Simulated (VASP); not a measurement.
# SiO2 (P4_2/mnm) in VASP: further runs, part 2 of 2

VASP 6.6.1. Earlier steps stand in the parts before.

## 4. Relaxation of cell and atoms, PBE

Contents of INCAR:

```
SYSTEM = SiO2
ALGO = Normal
EDIFF = 1E-7
EDIFFG = -0.01
ENCUT = 600
GGA = PE
IBRION = 2
ISIF = 3
ISMEAR = 0
LASPH = .TRUE.
LCHARG = .FALSE.
LREAL = .FALSE.
LWAVE = .FALSE.
NELM = 100
NSW = 100
PREC = Accurate
SIGMA = 0.02
```

Contents of KPOINTS:

```
k-points
0
G
  6 6 8
  0 0 0
```

Contents of POSCAR:

```
SiO2
1.0
    4.2340035729      0.0000000000      0.0000000000
    0.0000000000      4.2340035729      0.0000000000
    0.0000000000      0.0000000000      2.6916028628
Si O
2 4
Direct
    0.0000000000      0.0000000000      0.0000000000
    0.5000000000      0.5000000000      0.5000000000
    0.3068402156      0.3068402156      0.0000000000
    0.1931597844      0.8068402156      0.5000000000
    0.6931597844      0.6931597844      0.0000000000
    0.8068402156      0.1931597844      0.5000000000
```

Potentials or basis: VASP PAW PBE potentials, release 64 (Si, O).

Started as:

```console
cat potpaw_PBE.64/Si/POTCAR potpaw_PBE.64/O/POTCAR > POTCAR
mpirun -np 1 vasp_std > vasp.out
```

OUTCAR:

```text
SYSTEM = SiO2
   EDIFF = 1E-7
   EDIFFG = -0.01
   ENCUT = 600
   GGA = PE
   IBRION = 2
   ISIF = 3
   ISMEAR = 0
   LASPH = .TRUE.
   LREAL = .FALSE.
   NELM = 100
   NSW = 100
   PREC = Accurate

 ion  position               nearest neighbor table
   1  0.000  0.000  0.000-   4 1.77   6 1.77   4 1.77   6 1.77   5 1.84   3 1.84
   2  0.500  0.500  0.500-   3 1.77   5 1.77   3 1.77   5 1.77   4 1.84   6 1.84
   3  0.307  0.307  0.000-   2 1.77   2 1.77   1 1.84
   4  0.193  0.807  0.500-   1 1.77   1 1.77   2 1.84
   5  0.693  0.693  0.000-   2 1.77   2 1.77   1 1.84
   6  0.807  0.193  0.500-   1 1.77   1 1.77   2 1.84

  LATTYP: Found a simple tetragonal cell.
 ALAT       =     4.2340035729
 C/A-ratio  =     0.6357110514

  Lattice vectors:

 A1 = (   4.2340035729,   0.0000000000,   0.0000000000)
 A2 = (   0.0000000000,   4.2340035729,   0.0000000000)
 A3 = (   0.0000000000,   0.0000000000,   2.6916028628)

Analysis of symmetry for initial positions (statically):
=====================================================================
 Subroutine PRICEL returns:
 Original cell was already a primitive cell.

 Routine SETGRP: Setting up the symmetry group for a
 simple tetragonal supercell.

 Subroutine GETGRP returns: Found 16 space group operations
 (whereof  8 operations were pure point group operations)
 out of a pool of 16 trial point group operations.

The static configuration has the point symmetry D_2h.
 The point group associated with its full space group is D_4h.

Analysis of symmetry for dynamics (positions and initial velocities):
=====================================================================
 Subroutine PRICEL returns:
 Original cell was already a primitive cell.

 Routine SETGRP: Setting up the symmetry group for a
 simple tetragonal supercell.

 Subroutine GETGRP returns: Found 16 space group operations
 (whereof  8 operations were pure point group operations)
 out of a pool of 16 trial point group operations.

The dynamic configuration has the point symmetry D_2h.
 The point group associated with its full space group is D_4h.

 Subroutine INISYM returns: Found 16 space group operations
 (whereof  8 operations are pure point group operations),
 and found     1 'primitive' translations

----------------------------------------------------------------------------------------

                                     Primitive cell

  volume of cell :      48.2518

  direct lattice vectors                    reciprocal lattice vectors
     4.234003573  0.000000000  0.000000000     0.236183079  0.000000000  0.000000000
     0.000000000  4.234003573  0.000000000     0.000000000  0.236183079  0.000000000
     0.000000000  0.000000000  2.691602863     0.000000000  0.000000000  0.371525835

  length of vectors
     4.234003573  4.234003573  2.691602863     0.236183079  0.236183079  0.371525835

  position of ions in fractional coordinates (direct lattice)
     0.000000000  0.000000000  0.000000000
[... 37 lines left out ...]
 ===========================================

 Found     50 irreducible k-points:

 Following reciprocal coordinates:
            Coordinates               Weight
  0.000000  0.000000  0.000000      1.000000
  0.166667  0.000000  0.000000      4.000000
  0.333333  0.000000  0.000000      4.000000
  0.500000  0.000000  0.000000      2.000000
  0.166667  0.166667  0.000000      4.000000
  0.333333  0.166667  0.000000      8.000000
[... 16 lines left out ...]
  0.333333  0.000000  0.250000      8.000000
  0.500000  0.000000  0.250000      4.000000
 [... further k-points ...]
   k-points           NKPTS =     50   k-points in BZ     NKDIM =     50   number of bands    NBANDS=     20
   number of dos      NEDOS =    301   number of ions     NIONS =      6
   total plane-waves  NPLWV =  31104
   dimension x,y,z NGX =    36 NGY =   36 NGZ =   24
   dimension x,y,z NGXF=    72 NGYF=   72 NGZF=   48
   ions per type =               2   4
   NGX,Y,Z   is equivalent  to a cutoff of  14.14, 14.14, 14.82 a.u.
   NGXF,Y,Z  is equivalent  to a cutoff of  28.27, 28.27, 29.65 a.u.
 SYSTEM =  SiO2
   PREC   = accura    normal or accurate (medium, high low for compatibility)
   ISTART =      0    job   : 0-new  1-cont  2-samecut
   ICHARG =      2    charge: 1-file 2-atom 10-const
   ISPIN  =      1    spin polarized calculation?
   LNONCOLLINEAR =      F non collinear calculations
   LSORBIT =      F    spin-orbit coupling
   LASPH  =      T    aspherical Exc in radial PAW
   ENCUT  =  600.0 eV  44.10 Ry    6.64 a.u.   8.46  8.46  5.38*2*pi/ulx,y,z
   NELM   =    100;   NELMIN=  2; NELMDL= -5     # of ELM steps
   EDIFF  = 0.1E-06   stopping-criterion for ELM
   LREAL  =      F    real-space projection
   EDIFFG = -.1E-01   stopping-criterion for IOM
   NSW    =    100    number of steps for IOM
   IBRION =      2    ionic relax: 0-MD 1-quasi-New 2-CG
   NFREE  =      1    steps in history (QN), initial steepest desc. (CG)
   ISIF   =      3    stress and relaxation
   ISYM   =      2    0-nonsym 1-usesym 2-fastsym
   POTIM  = 0.5000    time-step for ionic-motion
   TEBEG  =    0.0;   TEEND  =   0.0 temperature during run
   PSTRESS=    0.0 pullay stress
   NELECT =      32.0000    total number of electrons
   NUPDOWN=      -1.0000    fix difference up-down
   EMIN   =  10.00;   EMAX   =-10.00  energy-range for DOS
   EFERMI =   0.00;   METHOD = LEGACY
   ISMEAR =     0;   SIGMA  =   0.02  broadening in eV -4-tet -1-fermi 0-gaus
   EFERMI_NEDOS =   21; number of points for ismear=-14 and -15
   IALGO  =     38    algorithm
   IMIX   =      4    mixing-type and parameters
     AMIX     =   0.40;   BMIX     =  1.00
     AMIX_MAG =   1.60;   BMIX_MAG =  1.00
  volume/ion in A,a.u.               =       8.04        54.27
  Fermi-wavevector in a.u.,A,eV,Ry     =   1.427645  2.697859 27.731005  2.038171
  Thomas-Fermi vector in A             =   2.547793
   LORBIT       =      0    0 simple, 1 ext, 2 COOP (PROOUT), +10 PAW based schemes
   GGA     = PE    functional components
   LHFCALC =     F    Hartree Fock is set to
   AEXX    =    0.0000 exact exchange contribution
   IVDW    =     0    specifies the selected vdW correction
   LEPSILON=     F    determine dielectric tensor
   LRPA    =     F    only Hartree local field effects (RPA)
 conjugate gradient relaxation of ions
 non-spin polarized calculation
 Gauss-broadening in eV      SIGMA  =   0.02
  energy-cutoff  :      600.00
  volume of cell :       48.25
 maximum number of plane-waves:      1634
 NGX is ok and might be reduce to    36
   NGX = 17   NGY = 17   NGZ = 11

--------------------------------------- Ionic step        1  -------------------------------------------

 number of electron      32.0000007 magnetization

 Free energy of the ion-electron system (eV)
  ---------------------------------------------------
  ext. energy  EPLUGINS =         0.00000000
  ---------------------------------------------------
  free energy    TOTEN  =       -46.33104408 eV

  energy without entropy =      -46.33104408  energy(sigma->0) =      -46.33104408

------------------------ aborting loop because EDIFF is reached ----------------------------------------

  FORCE on cell =-STRESS in cart. coord.  units (eV):
  Direction    XX          YY          ZZ          XY          YZ          ZX
  --------------------------------------------------------------------------------------
  -------------------------------------------------------------------------------------
  Total       -0.0992049     -0.0992049      0.0055060     -0.0000000      0.0000000      0.0000000
  in kB       -3.2940491     -3.2940491      0.1828239     -0.0000000      0.0000000      0.0000000
  external PRESSURE =      -2.1350914 kB  Pullay stress =       0.0000000 kB
[... 107 lines left out ...]
--------------------------------------- Ionic step        4  -------------------------------------------

 number of electron      32.0000007 magnetization

 Free energy of the ion-electron system (eV)
  ---------------------------------------------------
  ext. energy  EPLUGINS =         0.00000000
  ---------------------------------------------------
  free energy    TOTEN  =       -46.33112017 eV

  energy without entropy =      -46.33112017  energy(sigma->0) =      -46.33112017

 E-fermi :   7.8491     XC(G=0): -12.0896

 val. band max:        7.7576893763   @ k =   0.0000   0.0000   0.0000
 cond. band min:      12.7935924018   @ k =   0.0000   0.0000   0.0000
 fundamental gap:      5.0359030255
 Fermi energy:         7.8490517444

 k-point     1 :       0.0000    0.0000    0.0000
  band No.  band energies     occupation
      1     -14.4678      2.00000
      2     -11.0006      2.00000
      3     -11.0006      2.00000
      4     -10.8243      2.00000
      5      -2.8756      2.00000
      6       1.5182      2.00000
[... 541 lines left out ...]
     19      18.0043      0.00000
     20      18.0043      0.00000

 [... further k-points ...]
[... 5 lines left out ...]
  --------------------------------------------------------------------------------------
  -------------------------------------------------------------------------------------
  Total        0.0009098      0.0009098     -0.0114790      0.0000000      0.0000000      0.0000000
  in kB        0.0302408      0.0302408     -0.3815645      0.0000000      0.0000000      0.0000000
  external PRESSURE =      -0.1070276 kB  Pullay stress =       0.0000000 kB
[... 21 lines left out ...]
  FREE ENERGIE OF THE ION-ELECTRON SYSTEM (eV)
  ---------------------------------------------------
  free  energy   TOTEN  =       -46.3311201653 eV

  energy  without entropy=      -46.3311201653  energy(sigma->0) =      -46.33112017

 reached required accuracy - stopping structural energy minimisation
```

CONTCAR:

```text
SiO2
   1.00000000000000
     4.2307040548504826   -0.0000000000000000    0.0000000000000000
    -0.0000000000000000    4.2307040548504826    0.0000000000000000
     0.0000000000000000    0.0000000000000000    2.6928959650751301
  Si              O
     2     4
Direct
     1.0000000000000000    0.0000000000000000    0.0000000000000000
     0.5000000000000000    0.5000000000000000    0.5000000000000000
     0.3067377380674350    0.3067377380674350    1.0000000000000000
     0.1932622619325650    0.8067377380674350    0.5000000000000000
     0.6932622619325650    0.6932622619325650    0.0000000000000000
     0.8067377380674350    0.1932622619325650    0.5000000000000000

  0.00000000E+00  0.00000000E+00  0.00000000E+00
  0.00000000E+00  0.00000000E+00  0.00000000E+00
  0.00000000E+00  0.00000000E+00  0.00000000E+00
  0.00000000E+00  0.00000000E+00  0.00000000E+00
  0.00000000E+00  0.00000000E+00  0.00000000E+00
  0.00000000E+00  0.00000000E+00  0.00000000E+00
```

It took 72 s on 1 thread of Intel Xeon Platinum 8375C at 2.90GHz (Ice Lake), shared host; peak memory 0.19 GiB.

Results:

| Property | Result |
| --- | --- |
| Free energy | -46.3311 eV |
| Relaxed volume | 8.03 Å³/atom |
| Relaxed cell | a = 4.231 Å, b = 4.231 Å, c = 2.693 Å, α = 90.00°, β = 90.00°, γ = 90.00° |
| Space group after relaxing (to 0.05 Å) | P4_2/mnm (No. 136) |
| Energy gained by relaxing | 0.0 meV/atom |
| Ionic steps | 4 |
| Pressure after relaxing | 0.0 GPa |
| Band gap on the k mesh | 5.04 eV, direct |

Final structure:
```
CELL_PARAMETERS angstrom
4.23070 0.00000 0.00000
0.00000 4.23070 0.00000
0.00000 0.00000 2.69290
ATOMIC_POSITIONS crystal
Si 0.00000 0.00000 0.00000
Si 0.50000 0.50000 0.50000
O 0.30674 0.30674 0.00000
O 0.19326 0.80674 0.50000
O 0.69326 0.69326 0.00000
O 0.80674 0.19326 0.50000
```

Levels at points of the mesh, in eV from the valence-band top:
```
           k point  band 12  band 13  band 14  band 15  band 16  band 17  band 18  band 19  band 20
(0.00, 0.00, 0.00)    -3.03    -2.50    -0.85    -0.85     0.00     5.04     6.59     8.27     8.27
(0.50, 0.00, 0.00)    -3.71    -2.62    -2.62    -1.04    -1.04     7.30     7.30     8.87     8.87
(0.50, 0.50, 0.00)    -3.15    -2.55    -2.55    -2.17    -2.17     7.02     7.02     9.77     9.77
(0.00, 0.00, 0.50)    -4.48    -2.89    -2.89    -2.57    -2.57     8.65     8.65    12.25    12.26
(0.50, 0.00, 0.50)    -3.81    -2.21    -2.21    -1.67    -1.67     8.44     8.44     9.47     9.47
(0.50, 0.50, 0.50)    -4.35    -1.72    -1.72    -1.47    -1.47     6.81     6.81    10.72    10.72
```

## 5. Summary

| task | cell | k mesh | cutoff (eV) | smearing | gap on the mesh (eV) | pressure (GPa) | relaxed volume (Å³/atom) |
| --- | --- | --- | --- | --- | --- | --- | --- |
| single point | a = 4.236, b = 4.236, c = 2.691 Å, 6 atoms | 6 × 6 × 8 | 520 | gaussian 0.02 eV | 5.02 | 0.1 | - |
| relaxation of cell and atoms | relaxed from a = 4.180, b = 4.180, c = 2.668 Å, 6 atoms | 4 × 4 × 6 | 600 | gaussian 0.1 eV | 5.03 | 0.1 | 8.03 |
| relaxation of cell and atoms | relaxed from a = 4.234, b = 4.234, c = 2.692 Å, 6 atoms | 6 × 6 × 8 | 600 | gaussian 0.02 eV | 5.04 | 0.0 | 8.03 |

Alike in all rows: level PBE; potentials or basis VASP PAW PBE potentials, release 64 (Si, O); no spin polarisation.

Absolute energies hang on the potentials; compare differences alone.
